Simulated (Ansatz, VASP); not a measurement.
## Two plane-wave programs on BaZrO3

The input INCAR:

```
PREC = Accurate
ENCUT = 600
EDIFF = 1E-7
ISMEAR = 0
SIGMA = 0.1
LREAL = False
LASPH = True
NELM = 80
ALGO = Normal
ISIF = 3
LWAVE = False
LCHARG = False
GGA = PE
IBRION = 2
NSW = 80
EDIFFG = -0.025
```

Contents of KPOINTS:

```
regular mesh
0
Gamma
  4 4 2
```

File POSCAR:

```
BaZrO3
1.0
   -0.0130196112      4.2171318389      0.0307456359
   -0.0070603023      0.0307456359      4.2274341193
    8.2837940157     -0.0260392223     -0.0141206046
Ba Zr O
2 2 6
Direct
   -0.0510401098     -0.0437771075      0.0070938542
    0.0461102353     -0.0201557135      0.4725161872
    0.4119172818      0.5030541488      0.2525992746
    0.4616101857      0.4694451849      0.7623406669
    0.4954812930      0.5269370325      0.0298847357
    0.5386477033      0.5605296688      0.4981391242
    0.0178696627      0.4903975378      0.2401546814
    0.0246149768      0.5550541501      0.7423579843
    0.5262311389     -0.0566294910      0.2337291825
    0.5285576323      0.0151445889      0.7611843089
```

Input for Ansatz:

```yaml
crystal:
  lattice:
    - [-0.0130196112, 4.2171318389, 0.0307456359]
    - [-0.0070603023, 0.0307456359, 4.2274341193]
    - [8.2837940157, -0.0260392223, -0.0141206046]
  atoms:
    - { symbol: Ba, position: [-0.0510401098, -0.0437771075, 0.0070938542] }
    - { symbol: Ba, position: [0.0461102353, -0.0201557135, 0.4725161872] }
    - { symbol: Zr, position: [0.4119172818, 0.5030541488, 0.2525992746] }
    - { symbol: Zr, position: [0.4616101857, 0.4694451849, 0.7623406669] }
    - { symbol: O, position: [0.495481293, 0.5269370325, 0.0298847357] }
    - { symbol: O, position: [0.5386477033, 0.5605296688, 0.4981391242] }
    - { symbol: O, position: [0.0178696627, 0.4903975378, 0.2401546814] }
    - { symbol: O, position: [0.0246149768, 0.5550541501, 0.7423579843] }
    - { symbol: O, position: [0.5262311389, -0.056629491, 0.2337291825] }
    - { symbol: O, position: [0.5285576323, 0.0151445889, 0.7611843089] }
basis:
  ecutwfc: 420
kpoints:
  mp_grid: { grid: [4, 4, 2] }
hamiltonian:
  xc: pbe
scf:
  occupations: { method: gaussian, width: 0.1 }
  lower_state_search: "off"
output:
  forces: true
  stress: true
  eigenvalues: true
relax:
  adjacent_minimum: "off"
  f_tol: 0.025
  max_steps: 60
  cell: { stress_tol: 0.25 }
```

Change from the starting cell: cell x2, atoms moved at random (sigma 0.15 Å) and cell strained at random (1.5 %), then relaxed without symmetry.

Alike in both runs: task relaxation of cell and atoms; functional PBE; k mesh 4 × 4 × 2; occupations gaussian, width 0.1 eV; no spin polarisation.

|  | VASP | Ansatz |
| --- | --- | --- |
| version | VASP 6.6.1 | Ansatz 0.2.0 |
| potentials or method | VASP PAW PBE potentials, release 64 (Ba_sv, Zr_sv, O), cutoff 600 eV | scalar-relativistic, plane waves, PAW |
| valence electrons in the cell | 80 | 80 |

VASP gave:

| Property | Result |
| --- | --- |
| gap on the k mesh at the Fermi level, each at its own relaxed structure (eV) | 3.11 |
| relaxed volume (Å³/atom) | 15.19 |
| relaxed cell length with the largest relative difference (Å) | 8.469 |

Which values does Ansatz return?

gap on the k mesh at the Fermi level, each at its own relaxed structure (eV): 3.17; relaxed volume (Å³/atom): 15.10; relaxed cell length with the largest relative difference (Å): 8.448.

Neither program's run includes spin-orbit coupling.
